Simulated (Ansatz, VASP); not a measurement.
## One calculation of Ti, two programs

POSCAR

```
Ti
1.0
    0.0000000000      1.9488000000      2.0300000000
    1.9488000000      0.0000000000      2.0300000000
    1.9488000000      1.9488000000      0.0000000000
Ti
1
Direct
    0.0000000000      0.0000000000      0.0000000000
```

The input INCAR.step1:

```
ALGO = Normal ; EDIFF = 1E-4
ENCUT = 520 ; GGA = PE
ISMEAR = 0 ; LASPH = True
LCHARG = False ; LREAL = False
LWAVE = True ; NBANDS = 12
NELM = 80 ; PREC = Accurate
SIGMA = 0.15
```

The input INCAR.step2:

```
ALGO = Normal ; EDIFF = 1E-7
ENCUT = 520 ; ISIF = 2
ISMEAR = 0 ; ISTART = 1
LASPH = True ; LCHARG = False
LMIXTAU = True ; LREAL = False
LWAVE = False ; METAGGA = R2SCAN
NBANDS = 12 ; NELM = 80
PREC = Accurate ; SIGMA = 0.15
```

File KPOINTS:

```
k-points
0
Gamma
  20 20 20
```

Input for Ansatz:

```yaml
crystal:
  lattice:
    - [0.0, 1.9488, 2.03]
    - [1.9488, 0.0, 2.03]
    - [1.9488, 1.9488, 0.0]
  atoms:
    - { symbol: Ti, position: [0.0, 0.0, 0.0] }
basis:
  ecutwfc: 500
kpoints:
  mp_grid: { grid: [20, 20, 20] }
hamiltonian:
  xc: r2scan
scf:
  occupations: { method: gaussian, width: 0.15 }
output:
  forces: true
  stress: true
  eigenvalues: true
```

Change from the starting cell: strain -0.040 along x and y, +0.000 along z, atoms carried along.

Alike in both runs: task single point; functional r2SCAN; k mesh 20 × 20 × 20; occupations gaussian, width 0.15 eV; no spin polarisation.

|  | VASP | Ansatz |
| --- | --- | --- |
| version | VASP 6.6.1 | Ansatz 0.2.0 |
| potentials or method | VASP PAW PBE potentials, release 64 (Ti_sv), cutoff 520 eV | scalar-relativistic, plane waves, PAW |
| valence electrons in the cell | 12 | 12 |

Ansatz gave:

| Item | Value |
| --- | --- |
| gap on the k mesh at the Fermi level (eV) | none |
| pressure (GPa) | 16.0 |
| traceless stress, the component that is largest in VASP (GPa) | -0.77 |

**Question.** Estimate VASP's values.

**Answer.** gap on the k mesh at the Fermi level (eV): none; pressure (GPa): 16.5; traceless stress, the component that is largest in VASP (GPa): -0.79.

VASP's potentials were made for PBE, not for r2SCAN. A gap of «none» marks a metal or a gap that the smearing closes. With one functional, cell and mesh, what is left measures potentials, basis and numerics.
